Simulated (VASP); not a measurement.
# Pd2S (Pnnm) in VASP: notebook

Pd2S is run at these levels: PBE; tasks: single point, relaxation of cell and atoms.

All numbers are computed with VASP 6.6.1; they aren't measurements. Logs are shortened: lines on timing, memory, paths and dates and some standing lists are left out, and cuts for length are marked.

### 1 The cell of the first run

It takes space group Pnnm (No. 58, orthorhombic). The conventional cell has a = 3.723 Å, b = 6.619 Å, c = 3.963 Å, α = 90.00°, β = 90.00°, γ = 90.00°. Within 3.2 Å of Pd (site symmetry m) lie 3 S at 2.42 to 2.43 Å and 6 Pd at 2.81 to 3.02 Å. Within 3.2 Å of S (site symmetry 2/m) lie 6 Pd at 2.42 to 2.43 Å.

### 2 Single point, PBE

File INCAR:

```
SYSTEM = Pd2S
  ALGO = Normal
  EDIFF = 1E-6
  ENCUT = 520
  GGA = PE
  ISIF = 2
  ISMEAR = 0
  LASPH = .TRUE.
  LCHARG = .FALSE.
  LREAL = .FALSE.
  LWAVE = .FALSE.
  NBANDS = 35
  NELM = 80
  PREC = Accurate
  SIGMA = 0.1
```

File KPOINTS:

```
k-points
0
G
  6 4 4
  0 0 0
```

File POSCAR:

```
Pd2S
1.0
    3.7227763004      0.0000000000      0.0000000000
    0.0000000000      6.6190810960      0.0000000000
    0.0000000000      0.0000000000      3.9629067717
Pd S
4 2
Direct
    0.2720615732      0.3312302401      0.0000000000
    0.7279384268      0.6687697599      0.0000000000
    0.7720615732      0.1687697599      0.5000000000
    0.2279384268      0.8312302401      0.5000000000
    0.0000000000      0.0000000000      0.0000000000
    0.5000000000      0.5000000000      0.5000000000
```

Potentials or basis: VASP PAW PBE potentials, release 64 (Pd, S).

Command:

```bash
> cat potpaw_PBE.64/Pd/POTCAR potpaw_PBE.64/S/POTCAR > POTCAR
> mpirun -np 1 vasp_std > vasp.out
```

OUTCAR:

```text
SYSTEM = Pd2S
   EDIFF = 1E-6
   ENCUT = 520
   GGA = PE
   ISIF = 2
   ISMEAR = 0
   LASPH = .TRUE.
   LREAL = .FALSE.
   NELM = 80
   PREC = Accurate

 ion  position               nearest neighbor table
   1  0.272  0.331  0.000-   5 2.42   6 2.43   6 2.43   2 2.81   3 2.92   3 2.92   3 2.92   3 2.92
                             2 3.02
   2  0.728  0.669  0.000-   5 2.42   6 2.43   6 2.43   1 2.81   4 2.92   4 2.92   4 2.92   4 2.92
                             1 3.02
   3  0.772  0.169  0.500-   6 2.42   5 2.43   5 2.43   4 2.81   1 2.92   1 2.92   1 2.92   1 2.92
                             4 3.02
   4  0.228  0.831  0.500-   6 2.42   5 2.43   5 2.43   3 2.81   2 2.92   2 2.92   2 2.92   2 2.92
                             3 3.02
   5  0.000  0.000  0.000-   1 2.42   2 2.42   3 2.43   4 2.43   3 2.43   4 2.43
   6  0.500  0.500  0.500-   3 2.42   4 2.42   1 2.43   2 2.43   1 2.43   2 2.43

  LATTYP: Found a simple orthorhombic cell.
 ALAT       =     3.7227763004
 B/A-ratio  =     1.0645030622
 C/A-ratio  =     1.7779959261

  Lattice vectors:

 A1 = (  -3.7227763004,   0.0000000000,   0.0000000000)
 A2 = (   0.0000000000,   0.0000000000,   3.9629067717)
 A3 = (   0.0000000000,   6.6190810960,   0.0000000000)

Analysis of symmetry for initial positions (statically):
=====================================================================
 Subroutine PRICEL returns:
 Original cell was already a primitive cell.

 Routine SETGRP: Setting up the symmetry group for a
 simple orthorhombic supercell.

 Subroutine GETGRP returns: Found  8 space group operations
 (whereof  4 operations were pure point group operations)
 out of a pool of  8 trial point group operations.

The static configuration has the point symmetry C_2h.
 The point group associated with its full space group is D_2h.

Analysis of symmetry for dynamics (positions and initial velocities):
=====================================================================
 Subroutine PRICEL returns:
 Original cell was already a primitive cell.

 Routine SETGRP: Setting up the symmetry group for a
 simple orthorhombic supercell.

 Subroutine GETGRP returns: Found  8 space group operations
 (whereof  4 operations were pure point group operations)
 out of a pool of  8 trial point group operations.

The dynamic configuration has the point symmetry C_2h.
 The point group associated with its full space group is D_2h.

 Subroutine INISYM returns: Found  8 space group operations
 (whereof  4 operations are pure point group operations),
 and found     1 'primitive' translations

[... 109 lines left out ...]
   ISYM   =      2    0-nonsym 1-usesym 2-fastsym
   POTIM  = 0.5000    time-step for ionic-motion
   TEBEG  =    0.0;   TEEND  =   0.0 temperature during run
   PSTRESS=    0.0 pullay stress
   NELECT =      52.0000    total number of electrons
   NUPDOWN=      -1.0000    fix difference up-down
   EMIN   =  10.00;   EMAX   =-10.00  energy-range for DOS
   EFERMI =   0.00;   METHOD = LEGACY
   ISMEAR =     0;   SIGMA  =   0.10  broadening in eV -4-tet -1-fermi 0-gaus
   EFERMI_NEDOS =   21; number of points for ismear=-14 and -15
   IALGO  =     38    algorithm
   IMIX   =      4    mixing-type and parameters
     AMIX     =   0.40;   BMIX     =  1.00
     AMIX_MAG =   1.60;   BMIX_MAG =  1.00
  volume/ion in A,a.u.               =      16.28       109.83
  Fermi-wavevector in a.u.,A,eV,Ry     =   1.326935  2.507544 23.956561  1.760758
  Thomas-Fermi vector in A             =   2.456285
   LORBIT       =      0    0 simple, 1 ext, 2 COOP (PROOUT), +10 PAW based schemes
   GGA     = PE    functional components
   LHFCALC =     F    Hartree Fock is set to
   AEXX    =    0.0000 exact exchange contribution
   IVDW    =     0    specifies the selected vdW correction
   LEPSILON=     F    determine dielectric tensor
   LRPA    =     F    only Hartree local field effects (RPA)
 non-spin polarized calculation
 Gauss-broadening in eV      SIGMA  =   0.10
  energy-cutoff  :      520.00
  volume of cell :       97.65
 maximum number of plane-waves:      2658
 NGX is ok and might be reduce to    28
   NGX = 13   NGY = 25   NGZ = 15

 number of electron      52.0000000 magnetization

 Free energy of the ion-electron system (eV)
  ---------------------------------------------------
  ext. energy  EPLUGINS =         0.00000000
  ---------------------------------------------------
  free energy    TOTEN  =       -29.77698056 eV

  energy without entropy =      -29.74765010  energy(sigma->0) =      -29.76231533

 E-fermi :   8.5534     XC(G=0): -11.8862

 val. band max:        8.5371458894   @ k =   0.0000   0.2500   0.2500
 cond. band min:       8.5534962923   @ k =   0.1667   0.2500   0.5000
 fundamental gap:      0.0163504029
 Fermi energy:         8.5534048073

 k-point     1 :       0.0000    0.0000    0.0000
  band No.  band energies     occupation
      1      -6.2691      2.00000
      2      -5.5725      2.00000
      3       1.4646      2.00000
      4       1.7575      2.00000
      5       2.2884      2.00000
      6       2.8808      2.00000
[... 901 lines left out ...]
     34      14.9339      0.00000
     35      15.6869      0.00000

 [... further k-points ...]

------------------------ aborting loop because EDIFF is reached ----------------------------------------

  FORCE on cell =-STRESS in cart. coord.  units (eV):
  Direction    XX          YY          ZZ          XY          YZ          ZX
  --------------------------------------------------------------------------------------
  -------------------------------------------------------------------------------------
  Total       -0.0228254     -0.1843751      0.0024404     -0.0000000      0.0000000      0.0000000
  in kB       -0.3744982     -3.0250617      0.0400397     -0.0000000      0.0000000      0.0000000
  external PRESSURE =      -1.1198401 kB  Pullay stress =       0.0000000 kB

 VOLUME and BASIS-vectors are now :
 -----------------------------------------------------------------------------
  energy-cutoff  :      520.00
  volume of cell :       97.65
      direct lattice vectors                 reciprocal lattice vectors
     3.722776300  0.000000000  0.000000000     0.268616731  0.000000000  0.000000000
     0.000000000  6.619081096  0.000000000     0.000000000  0.151078373  0.000000000
     0.000000000  0.000000000  3.962906772     0.000000000  0.000000000  0.252340027

 POSITION                                       TOTAL-FORCE (eV/Angst)
 -----------------------------------------------------------------------------------
      1.01282      2.19244      0.00000        -0.021210      0.019431     -0.000000
      2.70995      4.42664      0.00000         0.021210     -0.019431      0.000000
      2.87421      1.11710      1.98145        -0.021210     -0.019431      0.000000
      0.84856      5.50198      1.98145         0.021210      0.019431      0.000000
      0.00000      0.00000      0.00000         0.000000      0.000000      0.000000
      1.86139      3.30954      1.98145         0.000000      0.000000      0.000000
 -----------------------------------------------------------------------------------
    total drift:                                0.000000      0.000000      0.000000

  FREE ENERGIE OF THE ION-ELECTRON SYSTEM (eV)
  ---------------------------------------------------
  free  energy   TOTEN  =       -29.7769805560 eV

  energy  without entropy=      -29.7476501030  energy(sigma->0) =      -29.76231533
```

It took 49 s on 1 thread of Intel Xeon 6975P-C (Granite Rapids), shared host; peak memory 0.24 GiB.

What came out:

| Item | Value |
| --- | --- |
| Free energy | -29.7770 eV |
| Pressure | -0.1 GPa |
| Largest force | 0.029 eV/Å |
| Band gap on the k mesh | zero (bands 26 and 27 overlap by 0.73 eV) |

Forces on the atoms (eV/Å):
```
Pd  -0.021  0.019  0.000
Pd   0.021 -0.019  0.000
Pd  -0.021 -0.019  0.000
Pd   0.021  0.019  0.000
S    0.000  0.000  0.000
S    0.000  0.000  0.000
```

Stress tensor (GPa, compression positive):
```
-0.04  0.00  0.00
 0.00 -0.30  0.00
 0.00  0.00  0.00
```

Caveat: the k points lie up to 0.40 Å⁻¹ apart, too coarse for converged energies and pressures of a metal.

### 3 Relaxation of cell and atoms, PBE

File INCAR:

```
PREC = Accurate
ENCUT = 600
EDIFF = 1E-6
ISMEAR = 0
SIGMA = 0.1
LREAL = F
LASPH = T
NELM = 60
ALGO = Normal
ISIF = 3
LWAVE = F
LCHARG = F
GGA = PE
IBRION = 2
NSW = 90
EDIFFG = -0.04
```

File KPOINTS:

```
Automatic mesh
0
Gamma
  6 4 4
```

File POSCAR:

```
Pd2S
1.0
    3.7208307847      0.0000000000      0.0000000000
    0.0000000000      6.6430172647      0.0000000000
    0.0000000000      0.0000000000      3.9520475366
Pd S
4 2
Direct
    0.2737373803      0.3297481773      0.0000000000
    0.7262626197      0.6702518227      0.0000000000
    0.7737373803      0.1702518227      0.5000000000
    0.2262626197      0.8297481773      0.5000000000
    0.0000000000      0.0000000000      0.0000000000
    0.5000000000      0.5000000000      0.5000000000
```

Potentials or basis: VASP PAW PBE potentials, release 64 (Pd, S).

Command:

```bash
> cat potpaw_PBE.64/Pd/POTCAR potpaw_PBE.64/S/POTCAR > POTCAR
> mpirun -np 1 vasp_std > vasp.out
```

Run time: 2.7 min. Hardware: 1 thread of Intel Xeon 6975P-C (Granite Rapids), shared host; peak memory 0.29 GiB.

The run converged. Its results:

| Item | Value |
| --- | --- |
| Free energy | -29.7771 eV |
| Relaxed volume | 16.26 Å³/atom |
| Relaxed cell | a = 3.721 Å, b = 6.604 Å, c = 3.970 Å, α = 90.00°, β = 90.00°, γ = 90.00° |
| Space group after relaxing (to 0.1 Å) | Pnnm (No. 58) |
| Energy gained by relaxing | 0.4 meV/atom |
| Ionic steps | 4 |
| Pressure after relaxing | 0.0 GPa |
| Largest force after relaxing | 0.038 eV/Å |
| Band gap on the k mesh | zero (bands 26 and 27 overlap by 0.75 eV) |

Forces on the atoms (eV/Å):
```
Pd  -0.022  0.031  0.000
Pd   0.022 -0.031  0.000
Pd  -0.022 -0.031  0.000
Pd   0.022  0.031  0.000
S    0.000  0.000  0.000
S    0.000  0.000  0.000
```

Stress tensor (GPa, compression positive):
```
 0.08  0.00  0.00
 0.00  0.05  0.00
 0.00  0.00 -0.12
```

The path:
```
step  energy change (eV)  largest force (eV/Å)  pressure (GPa)  volume (Å³)
   1              0.0000                0.0530           -0.11        97.68
   2             -0.0012                0.0503            0.09        97.53
   3             -0.0019                0.0471            0.34        97.34
   4             -0.0026                0.0383            0.01        97.57
```

Final structure:
```
CELL_PARAMETERS angstrom
3.72136 0.00000 0.00000
0.00000 6.60428 0.00000
0.00000 0.00000 3.97019
ATOMIC_POSITIONS crystal
Pd 0.27295 0.33097 0.00000
Pd 0.72705 0.66903 0.00000
Pd 0.77295 0.16903 0.50000
Pd 0.22705 0.83097 0.50000
S 0.00000 0.00000 0.00000
S 0.50000 0.50000 0.50000
```

Levels at points of the mesh, in eV from the Fermi level:
```tsv
k point	band 23	band 24	band 25	band 26	band 27	band 28	band 29	band 30
(0.00, 0.00, 0.00)	-1.23	-0.86	-0.36	0.23	0.48	1.56	1.85	2.00
(0.50, 0.00, 0.00)	-1.56	-1.56	-0.19	-0.19	0.97	0.97	2.81	2.81
(0.00, 0.50, 0.00)	-1.02	-1.02	0.05	0.05	0.25	0.25	2.00	2.00
(0.50, 0.50, 0.00)	-1.72	-1.72	0.62	0.62	0.97	0.97	2.34	2.34
(0.00, 0.00, 0.50)	-1.75	-1.75	-1.12	-1.12	0.05	0.05	4.19	4.19
(0.50, 0.00, 0.50)	-1.48	-1.48	-0.15	-0.15	0.46	0.46	1.89	1.89
(0.00, 0.50, 0.50)	-1.30	-1.30	-1.22	-1.22	0.25	0.25	3.03	3.03
(0.50, 0.50, 0.50)	-2.11	-2.11	-0.53	-0.53	0.21	0.21	3.39	3.39
```

Caveat: the k points lie up to 0.40 Å⁻¹ apart in the final cell, too coarse for converged energies and pressures of a metal.

(Continued in part 2 of 2.)
